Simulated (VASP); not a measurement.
# ZnO (zincite) (P6_3mc) in VASP: further runs, part 2 of 2

VASP 6.6.1. The steps go on from the part before.

### Step 3. Single point, LDA (volume scaled by 1.02)

File INCAR:

```
ALGO = Normal
EDIFF = 1E-6
ENCUT = 520
GGA = CA
ISIF = 2
ISMEAR = -1
LASPH = True
LCHARG = True
LELF = True
LREAL = False
LVHAR = True
LWAVE = False
NBANDS = 26
NELM = 60
PREC = Accurate
SIGMA = 0.05
```

File KPOINTS:

```
k-points
0
Gamma
  9 9 5
```

File POSCAR:

```
ZnO
1.0
    3.2708272232      0.0000000000      0.0000000000
   -1.6354136116      2.8326194666      0.0000000000
    0.0000000000      0.0000000000      5.2401848988
Zn O
2 2
Direct
    0.6666666667      0.3333333333      0.0000000000
    0.3333333333      0.6666666667      0.5000000000
    0.3333333333      0.6666666667      0.8790100000
    0.6666666667      0.3333333333      0.3790100000
```

Potentials or basis: VASP PAW LDA potentials, release 64 (Zn, O).

Run with:

```bash
> cat potpaw_LDA.64/Zn/POTCAR potpaw_LDA.64/O/POTCAR > POTCAR
> mpirun -np 1 vasp_std > vasp.out
```

OUTCAR:

```text
EDIFF = 1E-6
   ENCUT = 520
   GGA = CA
   ISIF = 2
   ISMEAR = -1
   LASPH = True
   LREAL = False
   NELM = 60
   PREC = Accurate

 ion  position               nearest neighbor table
   1  0.667  0.333  0.000-   4 1.99   3 1.99   3 1.99   3 1.99
   2  0.333  0.667  0.500-   3 1.99   4 1.99   4 1.99   4 1.99
   3  0.333  0.667  0.879-   2 1.99   1 1.99   1 1.99   1 1.99
   4  0.667  0.333  0.379-   1 1.99   2 1.99   2 1.99   2 1.99

  LATTYP: Found a hexagonal cell.
[... 894 lines left out ...]

  FORCE on cell =-STRESS in cart. coord.  units (eV):
  Direction    XX          YY          ZZ          XY          YZ          ZX
  --------------------------------------------------------------------------------------
  -------------------------------------------------------------------------------------
  Total       -2.7777961     -2.7777961     -2.2613821      0.0000000      0.0000000      0.0000000
  in kB      -91.6681567    -91.6681567    -74.6263305      0.0000000      0.0000000      0.0000000
  external PRESSURE =     -85.9875479 kB  Pullay stress =       0.0000000 kB

 VOLUME and BASIS-vectors are now :
 -----------------------------------------------------------------------------
  energy-cutoff  :      520.00
  volume of cell :       48.55
      direct lattice vectors                 reciprocal lattice vectors
     3.270827223  0.000000000  0.000000000     0.305733055  0.176515062  0.000000000
    -1.635413612  2.832619467  0.000000000     0.000000000  0.353030123  0.000000000
     0.000000000  0.000000000  5.240184899     0.000000000  0.000000000  0.190832961

 POSITION                                       TOTAL-FORCE (eV/Angst)
 -----------------------------------------------------------------------------------
      1.63541      0.94421      0.00000        -0.000000      0.000000     -0.048892
     -0.00000      1.88841      2.62009        -0.000000     -0.000000     -0.048892
     -0.00000      1.88841      4.60617        -0.000000      0.000000      0.048892
      1.63541      0.94421      1.98608         0.000000      0.000000      0.048892
 -----------------------------------------------------------------------------------
    total drift:                               -0.000001     -0.000001     -0.000282

  FREE ENERGIE OF THE ION-ELECTRON SYSTEM (eV)
  ---------------------------------------------------
  free  energy   TOTEN  =       -21.0791606487 eV

  energy  without entropy=      -21.0791525242  energy(sigma->0) =      -21.07915659
```

OSZICAR:

```text
N       E                     dE             d eps       ncg     rms          rms(c)
DAV:   1     0.296776573183E+03    0.29678E+03   -0.18071E+04  1880   0.200E+03
DAV:   2     0.814744792049E+01   -0.28863E+03   -0.27054E+03  1996   0.413E+02
DAV:   3    -0.234958476947E+02   -0.31643E+02   -0.31226E+02  2076   0.140E+02
DAV:   4    -0.241266238157E+02   -0.63078E+00   -0.62941E+00  2118   0.202E+01
DAV:   5    -0.241298170154E+02   -0.31932E-02   -0.31931E-02  2018   0.149E+00    0.140E+01
DAV:   6    -0.209923039589E+02    0.31375E+01   -0.61501E+00  2928   0.622E+01    0.878E+00
DAV:   7    -0.211479135413E+02   -0.15561E+00   -0.27172E+00  1970   0.167E+01    0.525E+00
DAV:   8    -0.211313000947E+02    0.16613E-01   -0.60338E-01  2476   0.707E+00    0.169E+00
DAV:   9    -0.210772783998E+02    0.54022E-01   -0.10465E-01  2720   0.654E+00    0.342E-01
DAV:  10    -0.210791741235E+02   -0.18957E-02   -0.35184E-02  1902   0.136E+00    0.778E-02
DAV:  11    -0.210791840960E+02   -0.99725E-05   -0.65094E-04  2240   0.607E-01    0.338E-02
DAV:  12    -0.210791593004E+02    0.24796E-04   -0.13544E-04  2386   0.380E-01    0.768E-03
DAV:  13    -0.210791619014E+02   -0.26010E-05   -0.18734E-05  2174   0.424E-02    0.915E-03
DAV:  14    -0.210791606357E+02    0.12657E-05   -0.25002E-06  1408   0.181E-02    0.164E-03
DAV:  15    -0.210791606487E+02   -0.12901E-07   -0.38453E-07   952   0.107E-02
   1 F= -.21079161E+02 E0= -.21079157E+02  d E =-.812446E-05
```

stdout:

```text
POSCAR found type information on POSCAR ZnO
 POSCAR found :  2 types and       4 ions
 scaLAPACK will be used
 LDA part: xc-table for (Slater(with rela. corr.)+CA(PZ))
 , standard interpolation
 POSCAR, INCAR and KPOINTS ok, starting setup
 FFT: planning ... GRIDC
 FFT: planning ... GRID_SOFT
 FFT: planning ... GRID
 WAVECAR not read
 entering main loop
```

It took 54 s on 1 thread of Intel Xeon 8259CL, shared host; peak memory 0.16 GiB.

Results:

* Free energy: -21.0792 eV
* Pressure: -8.6 GPa
* Largest force: 0.049 eV/Å
* Band gap on the k mesh: 0.71 eV, direct

Forces on the atoms (eV/Å):
```
Zn   0.000  0.000 -0.049
Zn   0.000  0.000 -0.049
O    0.000  0.000  0.049
O    0.000  0.000  0.049
```

Stress tensor (GPa, compression positive):
```
-9.17  0.00  0.00
 0.00 -9.17  0.00
 0.00  0.00 -7.46
```

### Step 4. Single point, LDA (volume scaled by 1.04)

File INCAR:

```
SYSTEM = ZnO
ALGO     = Normal         ! electronic algorithm
EDIFF    = 1E-7           ! SCF threshold, eV
ENCUT    = 520            ! plane-wave cutoff, eV
GGA      = CA             ! functional
ISIF     = 2              ! what is computed and relaxed
ISMEAR   = -1             ! smearing method
LASPH    = .True.         ! aspherical terms in the spheres
LCHARG   = .True.         ! write CHGCAR
LELF     = .True.         ! ELF
LREAL    = .False.        ! projectors in reciprocal space
LVHAR    = .True.       
LWAVE    = .False.        ! write WAVECAR
NBANDS   = 26             ! bands
NELM     = 100            ! most SCF steps
PREC     = Accurate       ! precision mode
SIGMA    = 0.05           ! smearing width, eV
```

File KPOINTS:

```
k-points
0
Gamma
  9 9 5
  0 0 0
```

File POSCAR:

```
ZnO
1.0
    3.2920669561      0.0000000000      0.0000000000
   -1.6460334781      2.8510136149      0.0000000000
    0.0000000000      0.0000000000      5.2742130269
Zn O
2 2
Direct
    0.6666666667      0.3333333333      0.0000000000
    0.3333333333      0.6666666667      0.5000000000
    0.3333333333      0.6666666667      0.8790100000
    0.6666666667      0.3333333333      0.3790100000
```

Run with:

```bash
> cat potpaw_LDA.64/Zn/POTCAR potpaw_LDA.64/O/POTCAR > POTCAR
> mpirun -np 1 vasp_std > vasp.out
```

Wall time 58 s (1 thread of Intel Xeon 8259CL, shared host); peak memory 0.16 GiB.

The run converged. Its results:

* Free energy: -21.0224 eV
* Pressure: -10.8 GPa
* Largest force: 0.042 eV/Å
* Band gap on the k mesh: 0.68 eV, direct

Forces on the atoms (eV/Å):
```
Zn   0.000  0.000 -0.042
Zn   0.000  0.000 -0.042
O    0.000  0.000  0.042
O    0.000  0.000  0.042
```

Stress tensor (GPa, compression positive):
```
-11.37   0.00   0.00
  0.00 -11.37   0.00
  0.00   0.00  -9.76
```

Levels at points of the mesh, in eV from the valence-band top:
```
           k point  band 14  band 15  band 16  band 17  band 18  band 19  band 20  band 21  band 22  band 23
(0.00, 0.00, 0.00)    -0.77    -0.77    -0.06     0.00     0.00     0.68     4.94     7.99    12.44    12.44
```

### Step 5. Single point, LDA (volume scaled by 1.06)

File INCAR:

```
SYSTEM = ZnO
PREC = Accurate ; ENCUT = 520
EDIFF = 1E-7 ; ISMEAR = -1
SIGMA = 0.05 ; LREAL = .False.
LASPH = .True. ; NELM = 60
ALGO = Normal ; ISIF = 2
LWAVE = .False. ; LCHARG = .True.
LELF = .True. ; LVHAR = .True.
NBANDS = 26
```

File KPOINTS:

```
Automatic mesh
0
Gamma
  9 9 5
  0 0 0
```

File POSCAR:

```
ZnO
1.0
    3.3130361008      0.0000000000      0.0000000000
   -1.6565180504      2.8691734269      0.0000000000
    0.0000000000      0.0000000000      5.3078076462
Zn O
2 2
Direct
    0.6666666667      0.3333333333      0.0000000000
    0.3333333333      0.6666666667      0.5000000000
    0.3333333333      0.6666666667      0.8790100000
    0.6666666667      0.3333333333      0.3790100000
```

Run with:

```bash
> cat potpaw_LDA.64/Zn/POTCAR potpaw_LDA.64/O/POTCAR > POTCAR
> mpirun -np 1 vasp_std > vasp.out
```

Wall time 93 s (1 thread of Intel Xeon 8259CL, shared host); peak memory 0.17 GiB.

It converged, with:

| Quantity | Value |
| --- | --- |
| Free energy | -20.9530 eV |
| Pressure | -12.8 GPa |
| Largest force | 0.036 eV/Å |
| Band gap on the k mesh | 0.65 eV, direct |

Forces on the atoms (eV/Å):
```
Zn   0.000  0.000 -0.036
Zn   0.000  0.000 -0.036
O    0.000  0.000  0.036
O    0.000  0.000  0.036
```

Stress tensor (GPa, compression positive):
```
-13.33   0.00   0.00
  0.00 -13.33   0.00
  0.00   0.00 -11.83
```

Levels at points of the mesh, in eV from the valence-band top:
```
           k point  band 15  band 16  band 17  band 18  band 19  band 20  band 21  band 22
(0.00, 0.00, 0.00)    -0.75    -0.05     0.00     0.00     0.65     4.87     7.93    12.35
```

### Step 6. Summary

```tsv
cell	gap on the mesh (eV)	pressure (GPa)	largest force (eV/Å)
a = 3.227, b = 3.227, c = 5.171 Å, angles 90.0, 90.0, 120.0°, 4 atoms	0.78	-3.2	0.06
a = 3.271, b = 3.271, c = 5.240 Å, angles 90.0, 90.0, 120.0°, 4 atoms	0.71	-8.6	0.05
a = 3.292, b = 3.292, c = 5.274 Å, angles 90.0, 90.0, 120.0°, 4 atoms	0.68	-10.8	0.04
a = 3.313, b = 3.313, c = 5.308 Å, angles 90.0, 90.0, 120.0°, 4 atoms	0.65	-12.8	0.04
```

Alike in all rows: task single point; level LDA; potentials or basis VASP PAW LDA potentials, release 64 (Zn, O); no spin polarisation; k mesh 9 × 9 × 5; cutoff (eV) 520; smearing fermi-dirac 0.05 eV.

Total energies depend on the potentials used, so only differences within one code and one set of settings carry meaning.
